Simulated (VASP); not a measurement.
# Cd (P6_3/mmc) in VASP: notebook, part 3 of 3

VASP 6.6.1. Earlier steps stand in the parts before.

**4. Single point, PBE**

This run uses another cell than the first one, of 21.15 Å³/atom.

The input, INCAR:

```
PREC = Accurate
ENCUT = 520
EDIFF = 1E-7
ISMEAR = -1
SIGMA = 0.05
LREAL = F
LASPH = T
NELM = 60
ALGO = Fast
ISIF = 2
LWAVE = F
LCHARG = T
GGA = PE
LELF = T
LVHAR = T
NBANDS = 19
```

The input, KPOINTS:

```
Automatic mesh
0
Gamma
  9 9 4
```

The input, POSCAR:

```
Cd
1.0
    2.9788700000      0.0000000000      0.0000000000
   -1.4894350000      2.5797770946      0.0000000000
    0.0000000000      0.0000000000      5.5052970000
Cd
2
Direct
    0.6666666667      0.3333333333      0.7500000000
    0.3333333333      0.6666666667      0.2500000000
```

Potentials or basis: VASP PAW PBE potentials, release 64 (Cd).

Launch:

```console
$ cat potpaw_PBE.64/Cd/POTCAR > POTCAR
$ mpirun -np 1 vasp_std > vasp.out
```

OUTCAR:

```text
PREC = Accurate
   ENCUT = 520
   EDIFF = 1E-7
   ISMEAR = -1
   LREAL = F
   LASPH = T
   NELM = 60
   ISIF = 2
   GGA = PE

 ion  position               nearest neighbor table
   1  0.667  0.333  0.750-   2 3.25   2 3.25   2 3.25   2 3.25   2 3.25   2 3.25
   2  0.333  0.667  0.250-   1 3.25   1 3.25   1 3.25   1 3.25   1 3.25   1 3.25

  LATTYP: Found a hexagonal cell.
 ALAT       =     2.9788700000
 C/A-ratio  =     1.8481158963

  Lattice vectors:

 A1 = (   2.9788700000,   0.0000000000,   0.0000000000)
 A2 = (  -1.4894350000,   2.5797770946,   0.0000000000)
 A3 = (   0.0000000000,   0.0000000000,   5.5052970000)

Analysis of symmetry for initial positions (statically):
=====================================================================
 Subroutine PRICEL returns:
 Original cell was already a primitive cell.

 Routine SETGRP: Setting up the symmetry group for a
 hexagonal supercell.

 Subroutine GETGRP returns: Found 24 space group operations
 (whereof 12 operations were pure point group operations)
 out of a pool of 24 trial point group operations.

The static configuration has the point symmetry D_3d.
 The point group associated with its full space group is D_6h.

Analysis of symmetry for dynamics (positions and initial velocities):
=====================================================================
 Subroutine PRICEL returns:
 Original cell was already a primitive cell.

 Routine SETGRP: Setting up the symmetry group for a
 hexagonal supercell.

 Subroutine GETGRP returns: Found 24 space group operations
 (whereof 12 operations were pure point group operations)
 out of a pool of 24 trial point group operations.

The dynamic configuration has the point symmetry D_3d.
 The point group associated with its full space group is D_6h.

 Subroutine INISYM returns: Found 24 space group operations
 (whereof 12 operations are pure point group operations),
 and found     1 'primitive' translations

----------------------------------------------------------------------------------------

                                     Primitive cell

  volume of cell :      42.3072

  direct lattice vectors                    reciprocal lattice vectors
     2.978870000  0.000000000  0.000000000     0.335697765  0.193815195  0.000000000
    -1.489435000  2.579777095  0.000000000     0.000000000  0.387630389  0.000000000
     0.000000000  0.000000000  5.505297000     0.000000000  0.000000000  0.181643243

  length of vectors
     2.978870000  2.978870000  5.505297000     0.387630390  0.387630389  0.181643243

  position of ions in fractional coordinates (direct lattice)
     0.666666667  0.333333333  0.750000000
     0.333333333  0.666666667  0.250000000

  ion indices of the primitive-cell ions
   primitive index   ion index
                 1           1
                 2           2

----------------------------------------------------------------------------------------

 KPOINTS: Automatic mesh

Automatic generation of k-mesh.
 Grid dimensions read from file:
 generate k-points for:    9    9    4

 Generating k-lattice:

  Cartesian coordinates                     Fractional coordinates (reciprocal lattice)
     0.037299752  0.021535022  0.000000000     0.111111111  0.000000000  0.000000000
     0.000000000  0.043070043  0.000000000     0.000000000  0.111111111  0.000000000
     0.000000000  0.000000000  0.045410811     0.000000000  0.000000000  0.250000000

  Length of vectors
     0.043070043  0.043070043  0.045410811

  Shift w.r.t. Gamma in fractional coordinates (k-lattice)
     0.000000000  0.000000000  0.000000000

 Subroutine IBZKPT returns following result:
 ===========================================

 Found     36 irreducible k-points:

 Following reciprocal coordinates:
            Coordinates               Weight
  0.000000  0.000000  0.000000      1.000000
  0.111111  0.000000  0.000000      6.000000
  0.222222  0.000000  0.000000      6.000000
  0.333333  0.000000  0.000000      6.000000
  0.444444  0.000000  0.000000      6.000000
  0.111111  0.111111  0.000000      6.000000
[... 16 lines left out ...]
  0.333333  0.222222  0.250000     24.000000
  0.333333  0.333333  0.250000      4.000000
 [... further k-points ...]
   k-points           NKPTS =     36   k-points in BZ     NKDIM =     36   number of bands    NBANDS=     19
   number of dos      NEDOS =    301   number of ions     NIONS =      2
   total plane-waves  NPLWV =  24192
   dimension x,y,z NGX =    24 NGY =   24 NGZ =   42
   dimension x,y,z NGXF=    48 NGYF=   48 NGZF=   84
   ions per type =               2
   NGX,Y,Z   is equivalent  to a cutoff of  13.39, 13.39, 12.68 a.u.
   NGXF,Y,Z  is equivalent  to a cutoff of  26.79, 26.79, 25.37 a.u.
 SYSTEM =  unknown system
   PREC   = accura    normal or accurate (medium, high low for compatibility)
   ISTART =      0    job   : 0-new  1-cont  2-samecut
   ICHARG =      2    charge: 1-file 2-atom 10-const
   ISPIN  =      1    spin polarized calculation?
   LNONCOLLINEAR =      F non collinear calculations
   LSORBIT =      F    spin-orbit coupling
   LASPH  =      T    aspherical Exc in radial PAW
   ENCUT  =  520.0 eV  38.22 Ry    6.18 a.u.   5.54  5.54 10.24*2*pi/ulx,y,z
   NELM   =     60;   NELMIN=  2; NELMDL= -5     # of ELM steps
   EDIFF  = 0.1E-06   stopping-criterion for ELM
   LREAL  =      F    real-space projection
   EDIFFG = 0.1E-05   stopping-criterion for IOM
   NSW    =      0    number of steps for IOM
   IBRION =     -1    ionic relax: 0-MD 1-quasi-New 2-CG
   NFREE  =      0    steps in history (QN), initial steepest desc. (CG)
   ISIF   =      2    stress and relaxation
   ISYM   =      2    0-nonsym 1-usesym 2-fastsym
   POTIM  = 0.5000    time-step for ionic-motion
   TEBEG  =    0.0;   TEEND  =   0.0 temperature during run
   PSTRESS=    0.0 pullay stress
   NELECT =      24.0000    total number of electrons
   NUPDOWN=      -1.0000    fix difference up-down
   EMIN   =  10.00;   EMAX   =-10.00  energy-range for DOS
   EFERMI =   0.00;   METHOD = LEGACY
   ISMEAR =    -1;   SIGMA  =   0.05  broadening in eV -4-tet -1-fermi 0-gaus
   EFERMI_NEDOS =   21; number of points for ismear=-14 and -15
   IALGO  =     68    algorithm
   IMIX   =      4    mixing-type and parameters
     AMIX     =   0.40;   BMIX     =  1.00
     AMIX_MAG =   1.60;   BMIX_MAG =  1.00
  volume/ion in A,a.u.               =      21.15       142.75
  Fermi-wavevector in a.u.,A,eV,Ry     =   1.355212  2.560978 24.988436  1.836598
  Thomas-Fermi vector in A             =   2.482318
   LORBIT       =      0    0 simple, 1 ext, 2 COOP (PROOUT), +10 PAW based schemes
   GGA     = PE    functional components
   LHFCALC =     F    Hartree Fock is set to
   AEXX    =    0.0000 exact exchange contribution
   IVDW    =     0    specifies the selected vdW correction
   LEPSILON=     F    determine dielectric tensor
   LRPA    =     F    only Hartree local field effects (RPA)
 non-spin polarized calculation
 RMM-DIIS sequential band-by-band and
  energy-cutoff  :      520.00
  volume of cell :       42.31
 maximum number of plane-waves:      1173
 NGX is ok and might be reduce to    24
   NGX = 11   NGY = 11   NGZ = 21

 number of electron      23.9999999 magnetization

 Free energy of the ion-electron system (eV)
  ---------------------------------------------------
  ext. energy  EPLUGINS =         0.00000000
  ---------------------------------------------------
  free energy    TOTEN  =        -1.41342487 eV

  energy without entropy =       -1.39772853  energy(sigma->0) =       -1.40557670

 E-fermi :   3.3666     XC(G=0): -11.1440

 val. band max:        3.3546061536   @ k =   0.3333   0.3333   0.2500
 cond. band min:       3.3790564432   @ k =   0.3333   0.2222   0.2500
 fundamental gap:      0.0244502896
 Fermi energy:         3.3666273630

 k-point     1 :       0.0000    0.0000    0.0000
  band No.  band energies     occupation
      1      -6.8205      2.00000
      2      -6.5104      2.00000
      3      -6.1719      2.00000
      4      -6.1719      2.00000
      5      -6.1127      2.00000
      6      -6.1127      2.00000
[... 11 lines left out ...]
     18      18.7092      0.00000
     19      18.8319      0.00000
[... 485 lines left out ...]
 k-point    24 :       0.3333    0.3333    0.2500
  band No.  band energies     occupation
      1      -6.4040      2.00000
      2      -6.3039      2.00000
      3      -6.3039      2.00000
      4      -6.0654      2.00000
      5      -6.0025      2.00000
      6      -6.0025      2.00000
[... 11 lines left out ...]
     18      11.2185      0.00000
     19      12.5018      0.00000

 [... further k-points ...]

------------------------ aborting loop because EDIFF is reached ----------------------------------------

  FORCE on cell =-STRESS in cart. coord.  units (eV):
  Direction    XX          YY          ZZ          XY          YZ          ZX
  --------------------------------------------------------------------------------------
  -------------------------------------------------------------------------------------
  Total        1.4319739      1.4319739      0.9188179      0.0000000      0.0000000      0.0000000
  in kB       54.2289520     54.2289520     34.7956966      0.0000000      0.0000000      0.0000000
  external PRESSURE =      47.7512002 kB  Pullay stress =       0.0000000 kB

 VOLUME and BASIS-vectors are now :
 -----------------------------------------------------------------------------
  energy-cutoff  :      520.00
  volume of cell :       42.31
      direct lattice vectors                 reciprocal lattice vectors
     2.978870000  0.000000000  0.000000000     0.335697765  0.193815195  0.000000000
    -1.489435000  2.579777095  0.000000000     0.000000000  0.387630389  0.000000000
     0.000000000  0.000000000  5.505297000     0.000000000  0.000000000  0.181643243

 POSITION                                       TOTAL-FORCE (eV/Angst)
 -----------------------------------------------------------------------------------
      1.48944      0.85993      4.12897        -0.000000      0.000000     -0.000000
     -0.00000      1.71985      1.37632         0.000000     -0.000000      0.000000
 -----------------------------------------------------------------------------------
    total drift:                               -0.000000      0.000000      0.000000

  FREE ENERGIE OF THE ION-ELECTRON SYSTEM (eV)
  ---------------------------------------------------
  free  energy   TOTEN  =        -1.4134248693 eV

  energy  without entropy=       -1.3977285273  energy(sigma->0) =       -1.40557670
```

OSZICAR:

```text
N       E                     dE             d eps       ncg     rms          rms(c)
DAV:   1     0.177356825753E+03    0.17736E+03   -0.12999E+04  1368   0.127E+03
DAV:   2     0.251733385971E+01   -0.17484E+03   -0.16828E+03  1419   0.336E+02
DAV:   3    -0.151229555710E+01   -0.40296E+01   -0.40206E+01  1556   0.582E+01
DAV:   4    -0.151952313773E+01   -0.72276E-02   -0.72271E-02  1518   0.230E+00
DAV:   5    -0.151954461227E+01   -0.21475E-04   -0.21475E-04  1539   0.124E-01    0.478E+00
RMM:   6    -0.141849370529E+01    0.10105E+00   -0.23952E-01  1377   0.451E+00    0.378E+00
RMM:   7    -0.141324527144E+01    0.52484E-02   -0.23928E-02  1418   0.118E+00    0.171E+00
RMM:   8    -0.141333459032E+01   -0.89319E-04   -0.39761E-03  1450   0.856E-01    0.100E-01
RMM:   9    -0.141339215536E+01   -0.57565E-04   -0.25203E-04  1491   0.158E-01    0.467E-02
RMM:  10    -0.141342821788E+01   -0.36063E-04   -0.10137E-04  1467   0.128E-01    0.248E-02
RMM:  11    -0.141342496225E+01    0.32556E-05   -0.15207E-05  1512   0.361E-02    0.311E-03
RMM:  12    -0.141342486927E+01    0.92983E-07   -0.40495E-07  1490   0.787E-03
   1 F= -.14134249E+01 E0= -.14055767E+01  d E =-.156963E-01
```

stdout:

```text
POSCAR found type information on POSCAR Cd
 POSCAR found :  1 types and       2 ions
 scaLAPACK will be used
 LDA part: xc-table for (Slater+PW92), standard interpolation
 POSCAR, INCAR and KPOINTS ok, starting setup
 FFT: planning ... GRIDC
 FFT: planning ... GRID_SOFT
 FFT: planning ... GRID
 WAVECAR not read
 entering main loop
```

Wall time 33 s (1 thread of Intel Xeon 8259CL, shared host); peak memory 0.17 GiB.

Results:

```yaml
Free_energy: -1.4134 eV
Pressure: 4.8 GPa
Band_gap_on_the_k_mesh: zero (bands 12 and 13 overlap by 3.75 eV)
```

Levels at points of the mesh, in eV from the Fermi level:
| k point | band 9 | band 10 | band 11 | band 12 | band 13 | band 14 | band 15 | band 16 |
| --- | --- | --- | --- | --- | --- | --- | --- | --- |
| (0.00, 0.00, 0.00) | -9.03 | -8.74 | -8.74 | -3.30 | -3.03 | 10.99 | 14.12 | 14.52 |
| (0.00, 0.00, 0.50) | -8.86 | -8.86 | -7.70 | -7.70 | 3.87 | 3.87 | 14.46 | 14.46 |

Caveat: the cell stands under pressure.

**5. Single point, PBE**

This run uses another cell than the first one, of 21.37 Å³/atom.

The input, INCAR:

```
SYSTEM = Cd
ALGO = Fast ; EDIFF = 1E-7
ENCUT = 520 ; GGA = PE
ISIF = 2 ; ISMEAR = -1
LASPH = .TRUE. ; LCHARG = .FALSE.
LREAL = .FALSE. ; LWAVE = .FALSE.
NBANDS = 19 ; NELM = 100
PREC = Accurate ; SIGMA = 0.05
```

The input, KPOINTS:

```
k-points
0
G
  9 9 4
  0 0 0
```

POSCAR: that of step 4 with these lines changed.

```diff
@@ -4,3 +4,3 @@
    -1.4894350000      2.5797770946      0.0000000000
-    0.0000000000      0.0000000000      5.5052970000
+    0.0000000000      0.0000000000      5.5614735000
 Cd
```

Launch:

```console
$ cat potpaw_PBE.64/Cd/POTCAR > POTCAR
$ mpirun -np 1 vasp_std > vasp.out
```

Run time: 39 s. Hardware: 1 thread of Intel Xeon 8259CL, shared host; peak memory 0.17 GiB.

It converged, with:

| Item | Value |
| --- | --- |
| Free energy | -1.4235 eV |
| Pressure | 4.2 GPa |
| Band gap on the k mesh | zero (bands 12 and 13 overlap by 3.91 eV) |

Stress tensor (GPa, compression positive):
```
4.35 0.00 0.00
0.00 4.35 0.00
0.00 0.00 4.06
```

Levels at points of the mesh, in eV from the Fermi level:
```csv
k point,band 8,band 9,band 10,band 11,band 12,band 13,band 14,band 15,band 16,band 17
"(0.00, 0.00, 0.00)",-9.00,-9.00,-8.73,-8.73,-3.29,-3.15,10.65,14.17,14.58,14.58
"(0.00, 0.00, 0.50)",-8.85,-8.85,-8.85,-7.66,-7.66,3.67,3.67,14.50,14.50,15.55
```

Caveat: the cell stands under pressure.

**6. Overview**

| spin | cell | k mesh | smearing | gap on the mesh (eV) | pressure (GPa) |
| --- | --- | --- | --- | --- | --- |
| collinear | a = 2.939, b = 2.939, c = 5.542 Å, angles 90.0, 90.0, 120.0°, 2 atoms | 10 × 10 × 5 | fermi-dirac 0.15 eV | none | 6.2 |
| off | a = 2.979, b = 2.979, c = 5.393 Å, angles 90.0, 90.0, 120.0°, 2 atoms | 9 × 9 × 4 | fermi-dirac 0.05 eV | none | 5.8 |
| off | a = 2.979, b = 2.979, c = 5.505 Å, angles 90.0, 90.0, 120.0°, 2 atoms | 9 × 9 × 4 | fermi-dirac 0.05 eV | none | 4.8 |
| off | a = 2.979, b = 2.979, c = 5.561 Å, angles 90.0, 90.0, 120.0°, 2 atoms | 9 × 9 × 4 | fermi-dirac 0.05 eV | none | 4.2 |

Alike in all rows: task single point; level PBE; potentials or basis VASP PAW PBE potentials, release 64 (Cd); cutoff (eV) 520.

Caveats: the cell stands under pressure.

Total energies depend on the potentials used, so only differences within one code and one set of settings carry meaning.
